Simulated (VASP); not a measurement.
Input of a VASP 6.6.1 run:

Contents of INCAR:

```
PREC = Accurate
ENCUT = 500
EDIFF = 1E-7
ISMEAR = -1
SIGMA = 0.05
LREAL = False
LASPH = True
NELM = 120
ALGO = Normal
ISIF = 3
LWAVE = False
LCHARG = False
GGA = PE
IBRION = 2
NSW = 80
EDIFFG = -0.01
PSTRESS = 200.0
GGA_COMPAT = False
NELMIN = 4
```

KPOINTS

```
Automatic mesh
0
Gamma
  4 4 4
```

File POSCAR:

```
GaSb3
1.0
    0.0000000000      3.7305950000      3.7305950000
    3.7305950000      0.0000000000      3.7305950000
    3.7305950000      3.7305950000      0.0000000000
Ga Sb
1 3
Direct
    0.0000000000      0.0000000000      0.0000000000
    0.2500000000      0.2500000000      0.2500000000
    0.7500000000      0.7500000000      0.7500000000
    0.5000000000      0.5000000000      0.5000000000
```

Potentials or basis: VASP PAW PBE potentials, release 64 (Ga_d, Sb).

Command:

```console
$ cat potpaw_PBE.64/Ga_d/POTCAR potpaw_PBE.64/Sb/POTCAR > POTCAR
$ mpirun -np 1 vasp_std > vasp.out
```

Task: What does it give for the space group after relaxing (to 0.1 Å)?

Result: Fm-3m (No. 225).

Task: What does it give for the relaxed volume?

Result: 20.20 Å³/atom.

The path:
| step | energy change (eV) | largest force (eV/Å) | pressure (GPa) | volume (Å³) |
| --- | --- | --- | --- | --- |
| 1 | 0.0000 | 0.0000 | -2.39 | 103.84 |
| 2 | 8.7931 | 0.0000 | 115.46 | 58.30 |
| 3 | 0.6870 | 0.0000 | 16.82 | 82.63 |
| 4 | 0.8229 | 0.0000 | 18.90 | 81.41 |
| 5 | 0.8982 | 0.0000 | 20.02 | 80.79 |

Caveat: the k points lie up to 0.40 Å⁻¹ apart in the final cell; the cell is relaxed towards a set pressure, so the run minimises the enthalpy, not the energy; the volume moved by over 15 % at a fixed basis, so the end points are rough; the highest band is partly filled, so the run has too few bands.
